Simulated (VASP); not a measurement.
Cd: single point with PBE

The system is Cd.

```
Cd
1.0
    -2.14727    2.14727    1.12165
     2.14727   -2.14727    1.12165
     2.14727    2.14727   -1.12165
Cd
2
Direct
  0.62500 0.87500 0.75000
  0.37500 0.12500 0.25000
```

| Property | Result |
| --- | --- |
| Program | VASP 6.6.1 |
| Task | single point |
| Functional | PBE |
| Potentials or basis | VASP PAW PBE potentials, release 64 (Cd_sv_GW) |
| Cutoff | 470 eV |
| k mesh | 14 × 14 × 14 |
| Occupations | fermi-dirac, width 0.1 eV |
| Spin | no spin polarisation |
| Dipole correction | no |
| k mesh for the DOS | 21 × 21 × 21 |
| Occupations for the DOS | tetrahedron |
| Further INCAR settings | ALGO = Normal; EDIFF = 1e-06 |

| Quantity | Value |
| --- | --- |
| Valence electrons inside the program's atomic spheres | Cd 18.58 |

Levels at points of the mesh, in eV from the Fermi level:
```tsv
k point	band 17	band 18	band 19	band 20	band 21	band 22	band 23	band 24
(0.00, 0.00, 0.00)	-12.31	-10.91	-9.60	-0.57	-0.57	8.42	10.53	13.05
```

It took 2.2 min on 1 thread of Intel(R) Xeon(R) 6975P-C (Granite Rapids) (shared host), peak memory 0.5 GiB.
